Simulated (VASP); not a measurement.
CoO, 4 atoms in the cell. It takes space group I4/mmm (No. 139, tetragonal). Conventional cell: a = 3.016 Å, b = 3.016 Å, c = 4.214 Å, α = 90.00°, β = 90.00°, γ = 90.00°. Co (site symmetry 4/mmm) has 6 O at 2.11 to 2.13 Å within 2.8 Å. O (site symmetry 4/mmm) has 6 Co at 2.11 to 2.13 Å within 2.8 Å. 

| Quantity | Value |
| --- | --- |
| Program | VASP 6.6.1 |
| Task | single point |
| Functional | PBE |
| Potentials or basis | VASP PAW PBE potentials, release 64 (Co, O) |
| Cutoff | 520 eV |
| k mesh | 5 × 10 × 10 |
| Occupations | fermi-dirac, width 0.05 eV |
| Spin | no spin polarisation |
| Dipole correction | no |
| Further INCAR settings | ALGO = Normal; EDIFF = 1e-07; NBANDS = 23 |

Potentials or basis: VASP PAW PBE potentials, release 64 (Co, O).

The run is started by

```bash
$ cat potpaw_PBE.64/Co/POTCAR potpaw_PBE.64/O/POTCAR > POTCAR
$ mpirun -np 1 vasp_std > vasp.out
```

Hardware: 1 thread of Intel Xeon 8259CL, with other jobs on the host.

Task: Estimate the wall time of this run.

Result: Run time: 3.3 min on 1 thread of Intel Xeon 8259CL, with other jobs on the host, peak memory 0.25 GiB. Counts: scf iterations 14, k points 141.
